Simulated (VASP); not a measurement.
Wanted: the native input for a VASP 6.6.1 run.

| Quantity | Value |
| --- | --- |
| Task | single point |
| Functional | r2SCAN |
| Potentials or basis | VASP PAW PBE potentials, release 64 (Ti_sv, O) |
| Cutoff | 520 eV |
| k mesh | 16 × 16 × 16 |
| Occupations | gaussian, width 0.1 eV |
| Spin | no spin polarisation |
| Hubbard terms | Ti d U = 4.0 eV |
| Dipole correction | no |
| Further INCAR settings | ALGO = Normal; EDIFF = 1e-06; NBANDS = 16 |

Crystal: TiO.

```
Ti O
1.0
     0.00000    2.33423    2.33423
     2.33423    0.00000    2.33423
     2.33423    2.33423    0.00000
Ti O
1 1
Cartesian
  0.0000 0.0000 0.0000
  1.1671 1.1671 1.1671
```

The input as run:

POSCAR

```
TiO
1.0
    0.0000000000      2.3342312410      2.3342312410
    2.3342312410      0.0000000000      2.3342312410
    2.3342312410      2.3342312410      0.0000000000
Ti O
1 1
Direct
    0.0000000000      0.0000000000      0.0000000000
    0.2500000000      0.2500000000      0.2500000000
```

INCAR.step1

```
SYSTEM = TiO
PREC = Accurate
ENCUT = 520
ISMEAR = 0
SIGMA = 0.1
LREAL = .FALSE.
LASPH = .TRUE.
NELM = 150
LMAXMIX = 4
LDAU = .TRUE.
LDAUTYPE = 2
LDAUL = 2 -1
LDAUU = 4 0
LDAUJ = 0 0
NBANDS = 16
GGA = PE
ALGO = Normal
EDIFF = 1E-4
LWAVE = .TRUE.
LCHARG = .FALSE.
```

INCAR.step2

```
SYSTEM = TiO
PREC = Accurate
ENCUT = 520
EDIFF = 1E-6
ISMEAR = 0
SIGMA = 0.1
LREAL = .FALSE.
LASPH = .TRUE.
NELM = 150
ALGO = Normal
ISIF = 2
LWAVE = .FALSE.
LCHARG = .FALSE.
LMAXMIX = 4
LDAU = .TRUE.
LDAUTYPE = 2
LDAUL = 2 -1
LDAUU = 4 0
LDAUJ = 0 0
LDAUPRINT = 1
METAGGA = R2SCAN
LMIXTAU = .TRUE.
NBANDS = 16
ISTART = 1
```

KPOINTS

```
regular mesh
0
G
  16 16 16
  0 0 0
```

Potentials or basis: VASP PAW PBE potentials, release 64 (Ti_sv, O).

Run with:

```sh
$ cat potpaw_PBE.64/Ti_sv/POTCAR potpaw_PBE.64/O/POTCAR > POTCAR
$ cp INCAR.step1 INCAR
$ mpirun -np 1 vasp_std > vasp.out
$ cp INCAR.step2 INCAR
$ mpirun -np 1 vasp_std > vasp.out
```

It gave:

The pressure is 2.3 GPa and the band gap on the k mesh is zero (bands 9 and 10 overlap by 0.18 eV).

Caveat: the PAW data sets were made with another functional, which shifts forces and pressure a little; U without spin polarisation on a metal has little footing.

Run time: 2.1 min on 1 thread of Intel(R) Xeon(R) 6975P-C (Granite Rapids) (shared host), peak memory 0.2 GiB.
